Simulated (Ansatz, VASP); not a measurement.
One calculation of Fe, two programs

INCAR

```
PREC     = Accurate       # precision mode
ENCUT    = 520            # plane-wave cutoff, eV
EDIFF    = 1E-6           # SCF threshold, eV
ISMEAR   = -1             # smearing method
SIGMA    = 0.05           # smearing width, eV
LREAL    = False          # projectors in reciprocal space
LASPH    = True           # aspherical terms in the spheres
NELM     = 150            # most SCF steps
ALGO     = Fast           # electronic algorithm
ISIF     = 2              # what is computed and relaxed
LWAVE    = False          # write WAVECAR
LCHARG   = False          # write CHGCAR
ISPIN    = 2              # spin polarisation
MAGMOM   = 3              # initial moments
LORBIT   = 11             # projections on sites
LMAXMIX  = 4              # l up to which the mixer works
GGA      = PE             # functional
NBANDS   = 14             # bands
```

File KPOINTS:

```
Automatic mesh
0
Gamma
  12 12 12
```

POSCAR

```
Fe
1.0
    0.0000000000      1.8518280222      1.8518280222
    1.8518280222      0.0000000000      1.8518280222
    1.8518280222      1.8518280222      0.0000000000
Fe
1
Direct
    0.0000000000      0.0000000000      0.0000000000
```

The input input.yaml:

```yaml
crystal:
  lattice:
    - [0.0, 1.8518280222, 1.8518280222]
    - [1.8518280222, 0.0, 1.8518280222]
    - [1.8518280222, 1.8518280222, 0.0]
  atoms:
    - { symbol: Fe, position: [0.0, 0.0, 0.0], spin: 3.0 }
kpoints:
  mp_grid: { grid: [12, 12, 12] }
scf:
  occupations: { method: fermi_dirac, width: 0.05 }
hamiltonian:
  xc: pbe
  pseudopotentials: { kind: all_electron, lapw: { basis_error: 0.0005 } }
magnetization:
  spin_polarized: true
output:
  forces: true
  stress: true
  eigenvalues: true
```

Change from the starting cell: volume scaled by 1.04.

Alike in both runs: task single point; functional PBE; k mesh 12 × 12 × 12; occupations fermi-dirac, width 0.05 eV; collinear spin.

|  | VASP | Ansatz |
| --- | --- | --- |
| version | VASP 6.6.1 | Ansatz 0.2.0 |
| potentials or method | VASP PAW PBE potentials, release 64 (Fe), cutoff 520 eV | all-electron LAPW, scalar-relativistic |

|  | VASP | Ansatz | Ansatz less VASP |
| --- | --- | --- | --- |
| gap on the k mesh at the Fermi level (eV) | none | none | - |
| pressure (GPa) | -7.6 | -7.1 | +0.50 |
| net moment per atom (μB) | 2.69 | 2.69 | +0.002 |
| size of the moment on the site where the two differ most (μB) | 2.69 | 2.74 | +0.048 |

Site moments also hang on the region over which each program counts them. A gap of «none» marks a metal or a gap that the smearing closes. Ansatz ran all-electron here, and VASP with PAW potentials.
